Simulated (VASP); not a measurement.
# TiCo (Pm-3m) in VASP: a series of runs, part 2 of 2

VASP 6.6.1.

### 3 Relaxation of cell and atoms, PBE, collinear spin, ferromagnetic start

This run uses another cell than the first one, of 13.14 Å³/atom, 0.988 times its volume.

Input file INCAR:

```
PREC     = Accurate       # precision mode
ENCUT    = 600            # plane-wave cutoff, eV
EDIFF    = 1E-6           # SCF threshold, eV
ISMEAR   = 0              # smearing method
SIGMA    = 0.1            # smearing width, eV
LREAL    = False          # projectors in reciprocal space
LASPH    = True           # aspherical terms in the spheres
NELM     = 150            # most SCF steps
ALGO     = Fast           # electronic algorithm
ISIF     = 3              # what is computed and relaxed
LWAVE    = False          # write WAVECAR
LCHARG   = False          # write CHGCAR
ISPIN    = 2              # spin polarisation
MAGMOM   = 0 0.57         # initial moments
LORBIT   = 11             # projections on sites
LMAXMIX  = 4              # l up to which the mixer works
GGA      = PE             # functional
IBRION   = 2              # ionic algorithm
NSW      = 100            # ionic steps
EDIFFG   = -0.005         # ionic threshold
```

Input file KPOINTS:

```
Automatic mesh
0
Gamma
  14 14 14
```

Input file POSCAR:

```
TiCo
1.0
    2.9734410178      0.0000000000      0.0000000000
    0.0000000000      2.9734410178      0.0000000000
    0.0000000000      0.0000000000      2.9734410178
Ti Co
1 1
Direct
    0.5000000000      0.5000000000      0.5000000000
    0.0000000000      0.0000000000      0.0000000000
```

Potentials or basis: VASP PAW PBE potentials, release 64 (Ti_sv, Co).

Run with:

```console
> cat potpaw_PBE.64/Ti_sv/POTCAR potpaw_PBE.64/Co/POTCAR > POTCAR
> mpirun -np 1 vasp_std > vasp.out
```

OUTCAR:

```text
PREC = Accurate
   ENCUT = 600
   EDIFF = 1E-6
   ISMEAR = 0
   LREAL = False
   LASPH = True
   NELM = 150
   ISIF = 3
   ISPIN = 2
   LORBIT = 11
   GGA = PE
   IBRION = 2
   NSW = 100
   EDIFFG = -0.005

 ion  position               nearest neighbor table
   1  0.500  0.500  0.500-   2 2.58   2 2.58   2 2.58   2 2.58   2 2.58   2 2.58   2 2.58   2 2.58

   2  0.000  0.000  0.000-   1 2.58   1 2.58   1 2.58   1 2.58   1 2.58   1 2.58   1 2.58   1 2.58

  LATTYP: Found a simple cubic cell.
 ALAT       =     2.9734410178

  Lattice vectors:

 A1 = (   2.9734410178,   0.0000000000,   0.0000000000)
 A2 = (   0.0000000000,   2.9734410178,   0.0000000000)
 A3 = (   0.0000000000,   0.0000000000,   2.9734410178)

Analysis of symmetry for initial positions (statically):
=====================================================================
 Subroutine PRICEL returns:
 Original cell was already a primitive cell.

 Routine SETGRP: Setting up the symmetry group for a
 simple cubic supercell.

 Subroutine GETGRP returns: Found 48 space group operations
 (whereof 48 operations were pure point group operations)
 out of a pool of 48 trial point group operations.

The static configuration has the point symmetry O_h .

Analysis of symmetry for dynamics (positions and initial velocities):
=====================================================================
 Subroutine PRICEL returns:
 Original cell was already a primitive cell.

 Routine SETGRP: Setting up the symmetry group for a
 simple cubic supercell.

 Subroutine GETGRP returns: Found 48 space group operations
 (whereof 48 operations were pure point group operations)
 out of a pool of 48 trial point group operations.

The dynamic configuration has the point symmetry O_h .

Analysis of structural, dynamic, and magnetic symmetry:
=====================================================================
 Subroutine PRICEL returns:
 Original cell was already a primitive cell.

 Routine SETGRP: Setting up the symmetry group for a
 simple cubic supercell.

 Subroutine GETGRP returns: Found 48 space group operations
 (whereof 48 operations were pure point group operations)
 out of a pool of 48 trial point group operations.

The overall configuration has the point symmetry O_h .

 Subroutine INISYM returns: Found 48 space group operations
 (whereof 48 operations are pure point group operations),
 and found     1 'primitive' translations

----------------------------------------------------------------------------------------

                                     Primitive cell

  volume of cell :      26.2892

  direct lattice vectors                    reciprocal lattice vectors
     2.973441018  0.000000000  0.000000000     0.336310690  0.000000000  0.000000000
     0.000000000  2.973441018  0.000000000     0.000000000  0.336310690  0.000000000
     0.000000000  0.000000000  2.973441018     0.000000000  0.000000000  0.336310690

  length of vectors
     2.973441018  2.973441018  2.973441018     0.336310690  0.336310690  0.336310690

  position of ions in fractional coordinates (direct lattice)
     0.500000000  0.500000000  0.500000000
     0.000000000  0.000000000  0.000000000

  ion indices of the primitive-cell ions
   primitive index   ion index
                 1           1
                 2           2

[... 54 lines left out ...]
   number of dos      NEDOS =    301   number of ions     NIONS =      2
   total plane-waves  NPLWV =  13824
   dimension x,y,z NGX =    24 NGY =   24 NGZ =   24
   dimension x,y,z NGXF=    48 NGYF=   48 NGZF=   48
   ions per type =               1   1
   NGX,Y,Z   is equivalent  to a cutoff of  13.42, 13.42, 13.42 a.u.
   NGXF,Y,Z  is equivalent  to a cutoff of  26.84, 26.84, 26.84 a.u.
 SYSTEM =  unknown system
   PREC   = accura    normal or accurate (medium, high low for compatibility)
   ISTART =      0    job   : 0-new  1-cont  2-samecut
   ICHARG =      2    charge: 1-file 2-atom 10-const
   ISPIN  =      2    spin polarized calculation?
   LNONCOLLINEAR =      F non collinear calculations
   LSORBIT =      F    spin-orbit coupling
   LASPH  =      T    aspherical Exc in radial PAW
   ENCUT  =  600.0 eV  44.10 Ry    6.64 a.u.   5.94  5.94  5.94*2*pi/ulx,y,z
   NELM   =    150;   NELMIN=  2; NELMDL= -5     # of ELM steps
   EDIFF  = 0.1E-05   stopping-criterion for ELM
   LREAL  =      F    real-space projection
   EDIFFG = -.5E-02   stopping-criterion for IOM
   NSW    =    100    number of steps for IOM
   IBRION =      2    ionic relax: 0-MD 1-quasi-New 2-CG
   NFREE  =      1    steps in history (QN), initial steepest desc. (CG)
   ISIF   =      3    stress and relaxation
   ISYM   =      2    0-nonsym 1-usesym 2-fastsym
   POTIM  = 0.5000    time-step for ionic-motion
   TEBEG  =    0.0;   TEEND  =   0.0 temperature during run
   PSTRESS=    0.0 pullay stress
   NELECT =      21.0000    total number of electrons
   NUPDOWN=      -1.0000    fix difference up-down
   EMIN   =  10.00;   EMAX   =-10.00  energy-range for DOS
   EFERMI =   0.00;   METHOD = LEGACY
   ISMEAR =     0;   SIGMA  =   0.10  broadening in eV -4-tet -1-fermi 0-gaus
   EFERMI_NEDOS =   21; number of points for ismear=-14 and -15
   IALGO  =     68    algorithm
   IMIX   =      4    mixing-type and parameters
     AMIX     =   0.40;   BMIX     =  1.00
     AMIX_MAG =   1.60;   BMIX_MAG =  1.00
  volume/ion in A,a.u.               =      13.14        88.70
  Fermi-wavevector in a.u.,A,eV,Ry     =   1.518991  2.870477 31.393190  2.307334
  Thomas-Fermi vector in A             =   2.628037
   LORBIT       =     11    0 simple, 1 ext, 2 COOP (PROOUT), +10 PAW based schemes
   GGA     = PE    functional components
   LHFCALC =     F    Hartree Fock is set to
   AEXX    =    0.0000 exact exchange contribution
   IVDW    =     0    specifies the selected vdW correction
   LEPSILON=     F    determine dielectric tensor
   LRPA    =     F    only Hartree local field effects (RPA)
 conjugate gradient relaxation of ions
 spin polarized calculation
 RMM-DIIS sequential band-by-band and
 Gauss-broadening in eV      SIGMA  =   0.10
  energy-cutoff  :      600.00
  volume of cell :       26.29
 maximum number of plane-waves:       912
 NGX is ok and might be reduce to    24
   NGX = 11   NGY = 11   NGZ = 11

--------------------------------------- Ionic step        1  -------------------------------------------

 number of electron      20.9999985 magnetization       0.8589248

 Free energy of the ion-electron system (eV)
  ---------------------------------------------------
  ext. energy  EPLUGINS =         0.00000000
  ---------------------------------------------------
  free energy    TOTEN  =       -15.67725810 eV

  energy without entropy =      -15.66705607  energy(sigma->0) =      -15.67215709

 E-fermi :  10.0924     XC(G=0): -12.6427

 val. band max:       10.0922328592   @ k =   0.5000   0.5000   0.2143
 cond. band min:      10.0964074443   @ k =   0.3571   0.3571   0.2143
 fundamental gap:      0.0041745851
 Fermi energy:        10.0923664989

 spin component 1

 k-point     1 :       0.0000    0.0000    0.0000
  band No.  band energies     occupation
      1     -47.0339      1.00000
      2     -23.1234      1.00000
      3     -23.1234      1.00000
      4     -23.1234      1.00000
      5       2.3546      1.00000
      6       5.8581      1.00000
      7       5.8581      1.00000
      8       8.2010      1.00000
      9       8.2010      1.00000
     10       8.2010      1.00000
     11      10.5830      0.00000
     12      10.5830      0.00000
[... 912 lines left out ...]
--------------------------------------- Ionic step        4  -------------------------------------------

 number of electron      20.9999983 magnetization       0.8712456

 Free energy of the ion-electron system (eV)
  ---------------------------------------------------
  ext. energy  EPLUGINS =         0.00000000
  ---------------------------------------------------
  free energy    TOTEN  =       -15.67827104 eV

  energy without entropy =      -15.66827539  energy(sigma->0) =      -15.67327321

 E-fermi :   9.9669     XC(G=0): -12.5930

 val. band max:        9.9656887673   @ k =   0.3571   0.3571   0.2143
 cond. band min:       9.9672456426   @ k =   0.4286   0.1429   0.0714
 fundamental gap:      0.0015568753
 Fermi energy:         9.9669004662

 spin component 1

 k-point     1 :       0.0000    0.0000    0.0000
  band No.  band energies     occupation
      1     -47.1671      1.00000
      2     -23.2590      1.00000
      3     -23.2590      1.00000
      4     -23.2590      1.00000
      5       2.2723      1.00000
      6       5.7749      1.00000
      7       5.7749      1.00000
      8       8.0864      1.00000
      9       8.0864      1.00000
     10       8.0864      1.00000
     11      10.4506      0.00000
     12      10.4506      0.00000
[... 834 lines left out ...]
  FREE ENERGIE OF THE ION-ELECTRON SYSTEM (eV)
  ---------------------------------------------------
  free  energy   TOTEN  =       -15.6782710418 eV

  energy  without entropy=      -15.6682753876  energy(sigma->0) =      -15.67327321

 reached required accuracy - stopping structural energy minimisation

 total charge

# of ion       s       p       d       tot
------------------------------------------
    1        2.248   6.181   1.862  10.291
    2        0.527   0.462   7.303   8.293
--------------------------------------------------
tot          2.775   6.643   9.165  18.584

 magnetization (x)

# of ion       s       p       d       tot
------------------------------------------
    1       -0.002  -0.013  -0.013  -0.028
    2        0.029  -0.004   0.924   0.948
--------------------------------------------------
tot          0.026  -0.017   0.911   0.920
```

Wall time 2.1 min (1 thread of Intel Xeon 6975P-C (Granite Rapids), shared host); peak memory 0.23 GiB.

What came out:

- Free energy: -15.6783 eV
- Relaxed volume: 13.27 Å³/atom
- Relaxed cell: a = 2.983 Å, b = 2.983 Å, c = 2.983 Å, α = 90.00°, β = 90.00°, γ = 90.00°
- Space group after relaxing (to 0.05 Å): Pm-3m (No. 221)
- Energy gained by relaxing: 0.5 meV/atom
- Ionic steps: 4
- Pressure after relaxing: 0.0 GPa
- Net moment: 0.87 μB per cell
- Site moments: Ti -0.03; Co +0.95 μB
- Valence electrons inside the program's atomic spheres: Ti 10.29; Co 8.29

The path:
```
step  energy change (eV)  largest force (eV/Å)  pressure (GPa)  volume (Å³)
   1              0.0000                0.0000            1.41        26.29
   2             -0.0002                0.0000           -1.22        26.73
   3             -0.0010                0.0000            0.10        26.52
   4             -0.0010                0.0000            0.02        26.53
```

Final structure:
```yaml
crystal:
  lattice:
    - [2.98267, 0.00000, 0.00000]
    - [0.00000, 2.98267, 0.00000]
    - [0.00000, 0.00000, 2.98267]
  atoms:
    - { symbol: Ti, position: [0.50000, 0.50000, 0.50000] }
    - { symbol: Co, position: [0.00000, 0.00000, 0.00000] }
```

PBE usually gives volumes a little too large and moduli too small. Zero-point motion and thermal expansion aren't in these numbers.
